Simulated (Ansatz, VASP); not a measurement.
**One calculation of TaN, two programs**

The input INCAR:

```
SYSTEM = TaN
PREC = Accurate ; ENCUT = 520
EDIFF = 1E-7 ; ISMEAR = 0
SIGMA = 0.15 ; LREAL = .FALSE.
LASPH = .TRUE. ; NELM = 60
ALGO = Normal ; ISIF = 2
LWAVE = .FALSE. ; LCHARG = .TRUE.
GGA = PS ; LELF = .TRUE.
LVHAR = .TRUE. ; NBANDS = 24
```

KPOINTS

```
Automatic mesh
0
G
  18 18 8
  0 0 0
```

POSCAR

```
TaN
1.0
    2.9984178610      0.0000000000      0.0000000000
   -1.4992089305      2.5967060388      0.0000000000
    0.0000000000      0.0000000000      6.2984765588
Ta N
2 2
Direct
    0.3333333333      0.6666666667      0.0301041378
    0.6666666667      0.3333333333      0.5301041378
    0.3333333333      0.6666666667      0.3548958622
    0.6666666667      0.3333333333      0.8548958622
```

Input for Ansatz:

```yaml
crystal:
  lattice:
    - [2.998417861, 0.0, 0.0]
    - [-1.4992089305, 2.5967060388, 0.0]
    - [0.0, 0.0, 6.2984765588]
  atoms:
    - { symbol: Ta, position: [0.3333333333, 0.6666666667, 0.0301041378] }
    - { symbol: Ta, position: [0.6666666667, 0.3333333333, 0.5301041378] }
    - { symbol: "N", position: [0.3333333333, 0.6666666667, 0.3548958622] }
    - { symbol: "N", position: [0.6666666667, 0.3333333333, 0.8548958622] }
basis:
  ecutwfc: 520.0
kpoints:
  mp_grid: { grid: [18, 18, 8] }
hamiltonian:
  xc: pbesol
  pseudopotentials: { kind: paw, azcp: { folder: soft_1 } }
scf:
  occupations: { method: gaussian, width: 0.15 }
output:
  forces: true
  stress: true
  eigenvalues: true
```

Alike in both runs: task single point; functional PBEsol; k mesh 18 × 18 × 8; occupations gaussian, width 0.15 eV; no spin polarisation.

```csv
,VASP,Ansatz
version,VASP 6.6.1,Ansatz 0.2.0
potentials or method,"VASP PAW PBE potentials, release 64 (Ta_pv, N), cutoff 520 eV","scalar-relativistic, plane waves, PAW"
valence electrons in the cell,32,36
```

Ansatz gave:

```
gap on the k mesh at the Fermi level (eV)                     : none
pressure (GPa)                                                : 8.5
traceless stress, the component that is largest in VASP (GPa) : -20.93
rms of the force components (eV/Å)                            : 0.858
```

Q: Which values does VASP return?

A: gap on the k mesh at the Fermi level (eV): none; pressure (GPa): 9.4; traceless stress, the component that is largest in VASP (GPa): -20.69; rms of the force components (eV/Å): 0.869.

VASP's potentials were made for PBE, not for PBEsol, and Ansatz warns of the same on its side. Atom by atom the forces differ by 0.012 eV/Å (rms over components). A gap of «none» marks a metal or a gap that the smearing closes. VASP's potentials hold 32 valence electrons a cell and Ansatz's 36, so a difference there can come from the potentials and not from the codes.

Neither program's run includes spin-orbit coupling.
